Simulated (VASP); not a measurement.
Here is a VASP 6.6.1 calculation.

Contents of INCAR:

```
ALGO = Normal
EDIFF = 1E-6
ENCUT = 520
GGA = PE
ISIF = 2
ISMEAR = 0
LASPH = True
LCHARG = False
LREAL = False
LWAVE = False
NBANDS = 16
NELM = 80
PREC = Accurate
SIGMA = 0.1
```

The input KPOINTS:

```
k-points
0
Gamma
  6 6 6
```

The input POSCAR:

```
MgS
1.0
    0.0004177214     -2.6205387668     -2.6136739286
   -2.6136799199     -0.0004724012     -2.6130521084
    2.6117026952      2.6167175346     -5.2237675314
Mg S
2 2
Direct
    0.2493294823      0.2501347402      0.2501097321
    0.7502309006      0.7495351913      0.7499891698
    0.4998536225      0.5001615385      0.4999452992
    1.0005859947      1.0001685299      0.9999557989
```

Potentials or basis: VASP PAW PBE potentials, release 64 (Mg, S).

The run is started by

```bash
$ cat potpaw_PBE.64/Mg/POTCAR potpaw_PBE.64/S/POTCAR > POTCAR
$ mpirun -np 1 vasp_std > vasp.out
```

Problem. Estimate the band gap on the k mesh.

Solution. 2.73 eV.

Problem. Predict the largest force.

Solution. 0.010 eV/Å.

Problem. What does it give for the pressure?

Solution. -0.3 GPa.

Forces on the atoms (eV/Å):
```
Mg  -0.002 -0.009 -0.003
Mg  -0.003  0.003 -0.005
S    0.003  0.001  0.000
S    0.003  0.006  0.007
```

A k mesh can miss the band edges. Expect the measured gap to be larger: semilocal functionals such as PBE lack the derivative discontinuity.
